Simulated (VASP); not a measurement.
Input of a VASP 6.6.1 run:

INCAR

```
SYSTEM = Te
ALGO = Normal ; EDIFF = 1E-6
ENCUT = 520 ; GGA = PE
ISIF = 2 ; ISMEAR = 0
LASPH = .True. ; LCHARG = .False.
LREAL = .False. ; LWAVE = .False.
NBANDS = 23 ; NELM = 80
PREC = Accurate ; SIGMA = 0.1
```

The input KPOINTS:

```
k-points
0
Gamma
  4 4 4
  0 0 0
```

Contents of POSCAR:

```
Te
1.0
    3.0622103696     -4.5705620324      0.0000000000
    3.0622103696      4.5705620324      0.0000000000
    0.0000000000      0.0000000000      6.9228625135
Te
5
Direct
    0.5000000000      0.0000000000      0.2500000000
    0.0000000000      0.5000000000      0.7500000000
    0.0000000000      0.5000000000      0.2500000000
    0.5000000000      0.0000000000      0.7500000000
    0.0000000000      0.0000000000      0.0000000000
```

Potentials or basis: VASP PAW PBE potentials, release 64 (Te).

Launch:

```sh
$ cat potpaw_PBE.64/Te/POTCAR > POTCAR
$ mpirun -np 1 vasp_std > vasp.out
```

**Question.** Estimate the band gap on the k mesh.

**Answer.** Zero (band 15 reaches 4.93 eV, above the bottom of band 16 at 3.34 eV).

**Question.** Predict the pressure.

**Answer.** -0.3 GPa.

**Question.** Estimate the largest force.

**Answer.** 0.354 eV/Å.

Forces on the atoms (eV/Å):
```
Te   0.000  0.000  0.354
Te   0.000  0.000 -0.354
Te   0.000  0.000  0.354
Te   0.000  0.000 -0.354
Te   0.000  0.000  0.000
```

Caveat: spin-orbit coupling is left out, which moves the levels of the heavy elements.
